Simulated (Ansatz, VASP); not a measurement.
## Two plane-wave programs on ZnO

The input INCAR:

```
PREC = Accurate
ENCUT = 520
EDIFF = 1E-7
ISMEAR = -1
SIGMA = 0.02
LREAL = False
LASPH = True
NELM = 80
ALGO = Normal
ISIF = 2
LWAVE = False
LCHARG = False
GGA = PE
NBANDS = 26
```

File KPOINTS:

```
Automatic mesh
0
Gamma
  12 12 6
```

File POSCAR:

```
ZnO
1.0
    3.2353408696      0.0000000000      0.0000000000
   -1.6176704348      2.8018873830      0.0000000000
    0.0000000000      0.0000000000      5.2109518453
Zn O
2 2
Direct
    0.3333333333      0.6666666667     -0.0023477531
    0.6666666667      0.3333333333      0.4976522469
    0.3333333333      0.6666666667      0.3773477531
    0.6666666667      0.3333333333      0.8773477531
```

Input for Ansatz:

```yaml
crystal:
  lattice:
    - [3.2353408696, 0.0, 0.0]
    - [-1.6176704348, 2.801887383, 0.0]
    - [0.0, 0.0, 5.2109518453]
  atoms:
    - { symbol: Zn, position: [0.3333333333, 0.6666666667, -0.0023477531] }
    - { symbol: Zn, position: [0.6666666667, 0.3333333333, 0.4976522469] }
    - { symbol: O, position: [0.3333333333, 0.6666666667, 0.3773477531] }
    - { symbol: O, position: [0.6666666667, 0.3333333333, 0.8773477531] }
kpoints:
  mp_grid: { grid: [12, 12, 6] }
  band_path:
    path:
      - [0.0, 0.0, 0.0]
      - [0.5, 0.0, 0.0]
      - [0.3333333333, 0.3333333333, 0.0]
      - [0.0, 0.0, 0.5]
      - [0.5, 0.0, 0.5]
      - [0.3333333333, 0.3333333333, 0.5]
    npoints: 1
hamiltonian:
  xc: pbe
scf:
  occupations: { method: fermi_dirac, width: 0.02 }
  n_extra_bands: 5
output:
  forces: true
  stress: true
  eigenvalues: true
```

Alike in both runs: task single point; functional PBE; k mesh 12 × 12 × 6; occupations fermi-dirac, width 0.02 eV; no spin polarisation.

```csv
,VASP,Ansatz
version,VASP 6.6.1,Ansatz 0.2.0
potentials or method,"VASP PAW PBE potentials, release 64 (Zn, O)","plane waves, PAW"
plane-wave cutoff (eV),520,420
valence electrons in the cell,36,36
```

|  | VASP | Ansatz | Ansatz less VASP |
| --- | --- | --- | --- |
| gap on the k mesh at the Fermi level (eV) | 0.79 | 0.81 | +0.015 |
| pressure (GPa) | 7.2 | 6.1 | -1.10 |
| traceless stress, the component that is largest in VASP (GPa) | 0.08 | 0.10 | +0.017 |
